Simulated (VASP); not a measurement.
# Pb (P6_3/mmc) in VASP: further runs

Aim: see how the results for Pb move with the level of theory and the settings. Levels: r2SCAN, LDA. Tasks: single point.

All numbers are computed with VASP 6.6.1; they aren't measurements. Logs are shortened: lines on timing, memory, paths and dates and some standing lists are left out, and cuts for length are marked.

**1. The cell of the first run**

It takes space group P6_3/mmc (No. 194, hexagonal). Conventional cell: a = 3.480 Å, b = 3.480 Å, c = 5.590 Å, α = 90.00°, β = 90.00°, γ = 120.00°. Within 4.5 Å of Pb (site symmetry -6m2) lie 12 Pb at 3.44 to 3.48 Å.

**2. Single point, r2SCAN**

Contents of POSCAR:

```
Pb
1.0
    3.4800000000      0.0000000000      0.0000000000
   -1.7400000000      3.0137684052      0.0000000000
    0.0000000000      0.0000000000      5.5900000000
Pb
2
Direct
    0.6666666667      0.3333333333      0.7500000000
    0.3333333333      0.6666666667      0.2500000000
```

Contents of INCAR.step1:

```
SYSTEM = Pb
PREC = Accurate ; ENCUT = 520
ISMEAR = -1 ; SIGMA = 0.05
LREAL = .FALSE. ; LASPH = .TRUE.
NELM = 60 ; NBANDS = 21
GGA = PE ; ALGO = Normal
EDIFF = 1E-4 ; LWAVE = .TRUE.
LCHARG = .FALSE.
```

Contents of INCAR.step2:

```
SYSTEM = Pb
PREC = Accurate ; ENCUT = 520
EDIFF = 1E-6 ; ISMEAR = -1
SIGMA = 0.05 ; LREAL = .FALSE.
LASPH = .TRUE. ; NELM = 60
ALGO = Normal ; ISIF = 2
LWAVE = .FALSE. ; LCHARG = .FALSE.
METAGGA = R2SCAN ; LMIXTAU = .TRUE.
NBANDS = 21 ; ISTART = 1
```

Contents of KPOINTS:

```
regular mesh
0
G
  9 9 5
  0 0 0
```

Potentials or basis: VASP PAW PBE potentials, release 64 (Pb_d).

Run with:

```bash
$ cat potpaw_PBE.64/Pb_d/POTCAR > POTCAR
$ cp INCAR.step1 INCAR
$ mpirun -np 1 vasp_std > vasp.out
$ cp INCAR.step2 INCAR
$ mpirun -np 1 vasp_std > vasp.out
```

OUTCAR:

```text
SYSTEM = Pb
   PREC = Accurate
   ENCUT = 520
   EDIFF = 1E-6
   ISMEAR = -1
   LREAL = .FALSE.
   LASPH = .TRUE.
   NELM = 60
   ISIF = 2
   METAGGA = R2SCAN
   ISTART = 1

 ion  position               nearest neighbor table
   1  0.667  0.333  0.750-   2 3.44   2 3.44   2 3.44   2 3.44   2 3.44   2 3.44
   2  0.333  0.667  0.250-   1 3.44   1 3.44   1 3.44   1 3.44   1 3.44   1 3.44

  LATTYP: Found a hexagonal cell.
 ALAT       =     3.4800000000
 C/A-ratio  =     1.6063218391

  Lattice vectors:

 A1 = (   3.4800000000,   0.0000000000,   0.0000000000)
 A2 = (  -1.7400000000,   3.0137684052,   0.0000000000)
 A3 = (   0.0000000000,   0.0000000000,   5.5900000000)

Analysis of symmetry for initial positions (statically):
=====================================================================
 Subroutine PRICEL returns:
 Original cell was already a primitive cell.

 Routine SETGRP: Setting up the symmetry group for a
 hexagonal supercell.

 Subroutine GETGRP returns: Found 24 space group operations
 (whereof 12 operations were pure point group operations)
 out of a pool of 24 trial point group operations.

The static configuration has the point symmetry D_3d.
 The point group associated with its full space group is D_6h.

Analysis of symmetry for dynamics (positions and initial velocities):
=====================================================================
 Subroutine PRICEL returns:
 Original cell was already a primitive cell.

 Routine SETGRP: Setting up the symmetry group for a
 hexagonal supercell.

 Subroutine GETGRP returns: Found 24 space group operations
 (whereof 12 operations were pure point group operations)
 out of a pool of 24 trial point group operations.

The dynamic configuration has the point symmetry D_3d.
 The point group associated with its full space group is D_6h.

 Subroutine INISYM returns: Found 24 space group operations
 (whereof 12 operations are pure point group operations),
 and found     1 'primitive' translations

----------------------------------------------------------------------------------------

                                     Primitive cell

  volume of cell :      58.6274

  direct lattice vectors                    reciprocal lattice vectors
     3.480000000  0.000000000  0.000000000     0.287356322  0.165905250  0.000000000
    -1.740000000  3.013768405  0.000000000     0.000000000  0.331810500  0.000000000
     0.000000000  0.000000000  5.590000000     0.000000000  0.000000000  0.178890877

  length of vectors
     3.480000000  3.480000000  5.590000000     0.331810500  0.331810500  0.178890877

  position of ions in fractional coordinates (direct lattice)
     0.666666667  0.333333333  0.750000000
     0.333333333  0.666666667  0.250000000

  ion indices of the primitive-cell ions
   primitive index   ion index
                 1           1
                 2           2

----------------------------------------------------------------------------------------

 KPOINTS: regular mesh

Automatic generation of k-mesh.
 Grid dimensions read from file:
 generate k-points for:    9    9    5

 Generating k-lattice:

  Cartesian coordinates                     Fractional coordinates (reciprocal lattice)
     0.031928480  0.018433917  0.000000000     0.111111111 -0.000000000  0.000000000
     0.000000000  0.036867833  0.000000000     0.000000000  0.111111111  0.000000000
     0.000000000  0.000000000  0.035778175     0.000000000  0.000000000  0.200000000

  Length of vectors
     0.036867833  0.036867833  0.035778175

  Shift w.r.t. Gamma in fractional coordinates (k-lattice)
     0.000000000  0.000000000  0.000000000

 Subroutine IBZKPT returns following result:
 ===========================================

 Found     36 irreducible k-points:

 Following reciprocal coordinates:
            Coordinates               Weight
  0.000000  0.000000  0.000000      1.000000
  0.111111  0.000000  0.000000      6.000000
  0.222222  0.000000  0.000000      6.000000
  0.333333  0.000000  0.000000      6.000000
  0.444444  0.000000  0.000000      6.000000
  0.111111  0.111111  0.000000      6.000000
[... 16 lines left out ...]
  0.333333  0.222222  0.200000     24.000000
  0.333333  0.333333  0.200000      4.000000
 [... further k-points ...]
   k-points           NKPTS =     36   k-points in BZ     NKDIM =     36   number of bands    NBANDS=     21
   number of dos      NEDOS =    301   number of ions     NIONS =      2
   total plane-waves  NPLWV =  32928
   dimension x,y,z NGX =    28 NGY =   28 NGZ =   42
   dimension x,y,z NGXF=    56 NGYF=   56 NGZF=   84
   ions per type =               2
   NGX,Y,Z   is equivalent  to a cutoff of  13.38, 13.38, 12.49 a.u.
   NGXF,Y,Z  is equivalent  to a cutoff of  26.75, 26.75, 24.98 a.u.
 SYSTEM =  Pb
   PREC   = accura    normal or accurate (medium, high low for compatibility)
   ISTART =      1    job   : 0-new  1-cont  2-samecut
   ICHARG =      0    charge: 1-file 2-atom 10-const
   ISPIN  =      1    spin polarized calculation?
   LNONCOLLINEAR =      F non collinear calculations
   LSORBIT =      F    spin-orbit coupling
   LASPH  =      T    aspherical Exc in radial PAW
   ENCUT  =  520.0 eV  38.22 Ry    6.18 a.u.   6.47  6.47 10.39*2*pi/ulx,y,z
   NELM   =     60;   NELMIN=  2; NELMDL=  0     # of ELM steps
   EDIFF  = 0.1E-05   stopping-criterion for ELM
   LREAL  =      F    real-space projection
   EDIFFG = 0.1E-04   stopping-criterion for IOM
   NSW    =      0    number of steps for IOM
   IBRION =     -1    ionic relax: 0-MD 1-quasi-New 2-CG
   NFREE  =      0    steps in history (QN), initial steepest desc. (CG)
   ISIF   =      2    stress and relaxation
   ISYM   =      2    0-nonsym 1-usesym 2-fastsym
   POTIM  = 0.5000    time-step for ionic-motion
   TEBEG  =    0.0;   TEEND  =   0.0 temperature during run
   PSTRESS=    0.0 pullay stress
   NELECT =      28.0000    total number of electrons
   NUPDOWN=      -1.0000    fix difference up-down
   EMIN   =  10.00;   EMAX   =-10.00  energy-range for DOS
   EFERMI =   0.00;   METHOD = LEGACY
   ISMEAR =    -1;   SIGMA  =   0.05  broadening in eV -4-tet -1-fermi 0-gaus
   EFERMI_NEDOS =   21; number of points for ismear=-14 and -15
   IALGO  =     38    algorithm
   IMIX   =      4    mixing-type and parameters
     AMIX     =   0.40;   BMIX     =  1.00
     AMIX_MAG =   1.60;   BMIX_MAG =  1.00
  volume/ion in A,a.u.               =      29.31       197.82
  Fermi-wavevector in a.u.,A,eV,Ry     =   1.279658  2.418203 22.279870  1.637524
  Thomas-Fermi vector in A             =   2.412131
   LORBIT       =      0    0 simple, 1 ext, 2 COOP (PROOUT), +10 PAW based schemes
   METAGGA = R2SCAN    functional components
   LHFCALC =     F    Hartree Fock is set to
   AEXX    =    0.0000 exact exchange contribution
   IVDW    =     0    specifies the selected vdW correction
   LEPSILON=     F    determine dielectric tensor
   LRPA    =     F    only Hartree local field effects (RPA)
 non-spin polarized calculation
  energy-cutoff  :      520.00
  volume of cell :       58.63
 maximum number of plane-waves:      1595
 NGX is ok and might be reduce to    28
   NGX = 13   NGY = 13   NGZ = 21

 number of electron      28.0000005 magnetization

 Free energy of the ion-electron system (eV)
  ---------------------------------------------------
  ext. energy  EPLUGINS =         0.00000000
  ---------------------------------------------------
  free energy    TOTEN  =      -112.47284923 eV

  energy without entropy =     -112.46354855  energy(sigma->0) =     -112.46819889

 E-fermi :   7.5829     XC(G=0): -11.1113

 val. band max:        7.5685019698   @ k =   0.3333   0.1111   0.2000
 cond. band min:       7.6899449604   @ k =   0.2222   0.1111   0.4000
 fundamental gap:      0.1214429907
 Fermi energy:         7.5829201730

 k-point     1 :       0.0000    0.0000    0.0000
  band No.  band energies     occupation
      1     -10.1822      2.00000
      2     -10.1321      2.00000
      3     -10.1321      2.00000
      4     -10.1277      2.00000
      5     -10.1058      2.00000
      6     -10.1058      2.00000
[... 13 lines left out ...]
     20      17.3548      0.00000
     21      19.8766      0.00000

 k-point     2 :       0.1111    0.0000    0.0000
  band No.  band energies     occupation
      1     -10.1853      2.00000
      2     -10.1470      2.00000
      3     -10.1026      2.00000
      4     -10.1000      2.00000
      5     -10.0825      2.00000
      6     -10.0747      2.00000
[... 13 lines left out ...]
     20      18.3093      0.00000
     21      18.9554      0.00000

 k-point     3 :       0.2222    0.0000    0.0000
  band No.  band energies     occupation
      1     -10.2346      2.00000
      2     -10.1335      2.00000
      3     -10.1059      2.00000
      4     -10.0899      2.00000
      5     -10.0752      2.00000
      6     -10.0184      2.00000
[... 13 lines left out ...]
     20      17.9274      0.00000
     21      19.0860      0.00000

 k-point     4 :       0.3333    0.0000    0.0000
  band No.  band energies     occupation
      1     -10.2871      2.00000
      2     -10.1619      2.00000
      3     -10.1496      2.00000
      4     -10.1208      2.00000
      5     -10.0213      2.00000
      6      -9.9614      2.00000
[... 13 lines left out ...]
     20      17.0717      0.00000
     21      18.7818      0.00000

 k-point     5 :       0.4444    0.0000    0.0000
  band No.  band energies     occupation
      1     -10.3197      2.00000
      2     -10.2016      2.00000
      3     -10.1649      2.00000
      4     -10.1398      2.00000
      5      -9.9891      2.00000
      6      -9.9856      2.00000
[... 13 lines left out ...]
     20      16.6144      0.00000
     21      18.5846      0.00000
[... 382 lines left out ...]
     20      15.9714      0.00000
     21      19.3610      0.00000

 k-point    22 :       0.2222    0.2222    0.2000
  band No.  band energies     occupation
      1     -10.2014      2.00000
      2     -10.1660      2.00000
      3     -10.1380      2.00000
      4     -10.1357      2.00000
      5     -10.0366      2.00000
      6      -9.9846      2.00000
[... 13 lines left out ...]
     20      18.3898      0.00000
     21      19.0848      0.00000

 k-point    23 :       0.3333    0.2222    0.2000
  band No.  band energies     occupation
      1     -10.2149      2.00000
      2     -10.1821      2.00000
      3     -10.1378      2.00000
      4     -10.0874      2.00000
      5     -10.0507      2.00000
      6      -9.9676      2.00000
[... 13 lines left out ...]
     20      18.9982      0.00000
     21      19.6278      0.00000

 k-point    24 :       0.3333    0.3333    0.2000
  band No.  band energies     occupation
      1     -10.2158      2.00000
      2     -10.1396      2.00000
      3     -10.1396      2.00000
      4     -10.0263      2.00000
      5     -10.0237      2.00000
      6     -10.0237      2.00000
[... 13 lines left out ...]
     20      20.9531      0.00000
     21      20.9531      0.00000

 [... further k-points ...]
[... 5 lines left out ...]
  --------------------------------------------------------------------------------------
  -------------------------------------------------------------------------------------
  Total        0.5567876      0.5567876      2.0670250     -0.0000000      0.0000000      0.0000000
  in kB       15.2159536     15.2159536     56.4878929     -0.0000000      0.0000000      0.0000000
  external PRESSURE =      28.9732667 kB  Pullay stress =       0.0000000 kB

 VOLUME and BASIS-vectors are now :
 -----------------------------------------------------------------------------
  energy-cutoff  :      520.00
  volume of cell :       58.63
      direct lattice vectors                 reciprocal lattice vectors
     3.480000000  0.000000000  0.000000000     0.287356322  0.165905250  0.000000000
    -1.740000000  3.013768405  0.000000000     0.000000000  0.331810500  0.000000000
     0.000000000  0.000000000  5.590000000     0.000000000  0.000000000  0.178890877

 POSITION                                       TOTAL-FORCE (eV/Angst)
 -----------------------------------------------------------------------------------
      1.74000      1.00459      4.19250        -0.000000      0.000000      0.000000
     -0.00000      2.00918      1.39750         0.000000      0.000000      0.000000
 -----------------------------------------------------------------------------------
    total drift:                               -0.000000      0.000000      0.000000

  FREE ENERGIE OF THE ION-ELECTRON SYSTEM (eV)
  ---------------------------------------------------
  free  energy   TOTEN  =      -112.4728492306 eV

  energy  without entropy=     -112.4635485469  energy(sigma->0) =     -112.46819889
```

Run time: 71 s. Hardware: 1 thread of Intel Xeon 6975P-C (Granite Rapids), shared host; peak memory 0.2 GiB.

What came out:

```yaml
Free_energy: -112.4728 eV
Pressure: 2.9 GPa
Band_gap_on_the_k_mesh: zero (band 14 reaches 13.56 eV, above the bottom of band 15 at 5.52 eV)
```

Caveat: the PAW data sets were made with another functional, which shifts forces and pressure a little; spin-orbit coupling is left out, which moves the levels of the heavy elements.

**3. Single point, r2SCAN**

This run uses another cell than the first one, of 29.90 Å³/atom, 1.020 times its volume.

Contents of POSCAR:

```
Pb
1.0
    3.5030470293      0.0000000000      0.0000000000
   -1.7515235146      3.0337277180      0.0000000000
    0.0000000000      0.0000000000      5.6270209464
Pb
2
Direct
    0.6666666667      0.3333333333      0.7500000000
    0.3333333333      0.6666666667      0.2500000000
```

Contents of INCAR.step1:

```
SYSTEM = Pb
PREC = Accurate
ENCUT = 520
ISMEAR = -1
SIGMA = 0.05
LREAL = .FALSE.
LASPH = .TRUE.
NELM = 60
NBANDS = 21
GGA = PE
ALGO = Normal
EDIFF = 1E-4
LWAVE = .TRUE.
LCHARG = .FALSE.
```

Contents of INCAR.step2:

```
SYSTEM = Pb
PREC = Accurate
ENCUT = 520
EDIFF = 1E-6
ISMEAR = -1
SIGMA = 0.05
LREAL = .FALSE.
LASPH = .TRUE.
NELM = 60
ALGO = Normal
ISIF = 2
LWAVE = .FALSE.
LCHARG = .FALSE.
METAGGA = R2SCAN
LMIXTAU = .TRUE.
NBANDS = 21
ISTART = 1
```

KPOINTS is that of step 2.

Potentials or basis: VASP PAW PBE potentials, release 64 (Pb_d).

Run with:

```bash
$ cat potpaw_PBE.64/Pb_d/POTCAR > POTCAR
$ cp INCAR.step1 INCAR
$ mpirun -np 1 vasp_std > vasp.out
$ cp INCAR.step2 INCAR
$ mpirun -np 1 vasp_std > vasp.out
```

Wall time 75 s (1 thread of Intel Xeon 6975P-C (Granite Rapids), shared host); peak memory 0.2 GiB.

It converged, with:

```
Free energy            : -112.4907 eV
Pressure               : 1.8 GPa
Band gap on the k mesh : zero (band 14 reaches 13.21 eV, above the bottom of band 15 at 5.35 eV)
```

Stress tensor (GPa, compression positive):
```
0.61 0.00 0.00
0.00 0.61 0.00
0.00 0.00 4.29
```

Levels at points of the mesh, in eV from the Fermi level:
```tsv
k point	band 11	band 12	band 13	band 14	band 15	band 16	band 17	band 18
(0.00, 0.00, 0.00)	-12.37	-8.30	-4.38	5.69	5.69	7.65	7.65	8.35
```

Caveat: the PAW data sets were made with another functional, which shifts forces and pressure a little; spin-orbit coupling is left out, which moves the levels of the heavy elements.

(Continued in part 2 of 2.)
